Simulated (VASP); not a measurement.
Rh, 2 atoms in the cell. It takes space group P6_3/mmc (No. 194, hexagonal). Conventional cell: a = 2.883 Å, b = 2.883 Å, c = 3.974 Å, α = 90.00°, β = 90.00°, γ = 120.00°. Within 3.4 Å of Rh (site symmetry -6m2) lie 12 Rh at 2.59 to 2.88 Å. This isn't the form of Rh at room conditions, which is fcc. This cell differs from its parent crystal: ratio of the length along z to the lengths across it x 0.85, volume and fractional coordinates fixed.

* Program: VASP 6.6.1
* Task: single point
* Functional: r2SCAN
* Potentials or basis: VASP PAW PBE potentials, release 64 (Rh_pv)
* Cutoff: 520 eV
* k mesh: 24 × 24 × 12
* Occupations: gaussian, width 0.15 eV
* Spin: no spin polarisation
* Dipole correction: no
* Further INCAR settings: ALGO = Normal; EDIFF = 1e-07; NBANDS = 22

Potentials or basis: VASP PAW PBE potentials, release 64 (Rh_pv).

Run with:

```sh
$ cat potpaw_PBE.64/Rh_pv/POTCAR > POTCAR
$ cp INCAR.step1 INCAR
$ mpirun -np 1 vasp_std > vasp.out
$ cp INCAR.step2 INCAR
$ mpirun -np 1 vasp_std > vasp.out
```

Hardware: 1 thread of Oxide Virtual Turin-like Processor (shared host).

Problem. How long does it take, and how much memory?

Solution. Run time: 30 min on 1 thread of Oxide Virtual Turin-like Processor, with other jobs on the host, peak memory 0.29 GiB. Counts: k points 427.
